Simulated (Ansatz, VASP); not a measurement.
NiO: VASP beside Ansatz

File INCAR:

```
SYSTEM = NiO
  PREC = Accurate
  ENCUT = 700
  EDIFF = 1E-6
  ISMEAR = 0
  SIGMA = 0.1
  LREAL = .FALSE.
  LASPH = .TRUE.
  NELM = 200
  ALGO = Normal
  ISIF = 2
  LWAVE = .FALSE.
  LCHARG = .TRUE.
  ISPIN = 2
  MAGMOM = 2 0
  LORBIT = 11
  LMAXMIX = 4
  LDAU = .TRUE.
  LDAUTYPE = 2
  LDAUL = 2 -1
  LDAUU = 6.2 0
  LDAUJ = 0 0
  LDAUPRINT = 1
  GGA = PE
  LELF = .TRUE.
  LVHAR = .TRUE.
  NBANDS = 23
  GGA_COMPAT = .FALSE.
```

Contents of KPOINTS:

```
Automatic mesh
0
G
  8 8 8
  0 0 0
```

POSCAR

```
NiO
1.0
    0.0000000000      2.0913100000      2.0913100000
    2.0913100000      0.0000000000      2.0913100000
    2.0913100000      2.0913100000      0.0000000000
Ni O
1 1
Direct
    0.0000000000      0.0000000000      0.0000000000
    0.5000000000      0.5000000000      0.5000000000
```

Input for Ansatz:

```yaml
crystal:
  lattice:
    - [0.0, 2.09131, 2.09131]
    - [2.09131, 0.0, 2.09131]
    - [2.09131, 2.09131, 0.0]
  atoms:
    - { symbol: Ni, position: [0.0, 0.0, 0.0], spin: 2.0 }
    - { symbol: O, position: [0.5, 0.5, 0.5] }
basis:
  ecutwfc: 420
kpoints:
  mp_grid: { grid: [8, 8, 8] }
hamiltonian:
  xc: pbe
  hubbard: { sites: [{ species: Ni, l: d, u_eff: 6.2 }] }
scf:
  occupations: { method: gaussian, width: 0.1 }
  lower_state_search: "off"
output:
  forces: true
  stress: true
  eigenvalues: true
  populations: true
magnetization:
  spin_polarized: true
```

Alike in both runs: task single point; functional PBE; k mesh 8 × 8 × 8; occupations gaussian, width 0.1 eV; collinear spin; Hubbard terms Ni d U = 6.2 eV.

```csv
,VASP,Ansatz
version,VASP 6.6.1,Ansatz 0.2.0
potentials or method,"VASP PAW PBE potentials, release 64 (Ni_sv_GW, O), cutoff 700 eV","scalar-relativistic, plane waves, PAW"
valence electrons in the cell,24,24
```

```csv
,VASP,Ansatz,Ansatz less VASP
gap on the k mesh at the Fermi level (eV),2.31,2.24,-0.072
least direct gap on the mesh (eV),3.60,3.05,-0.543
pressure (GPa),9.7,12.5,+2.83
net moment per atom (μB),1.00,1.00,0.000
size of the moment on the site where the two differ most (μB),1.79,1.72,-0.068
```

Site moments also hang on the region over which each program counts them. The programs project onto different local orbitals, so the same U acts differently, and such runs can settle in different states.
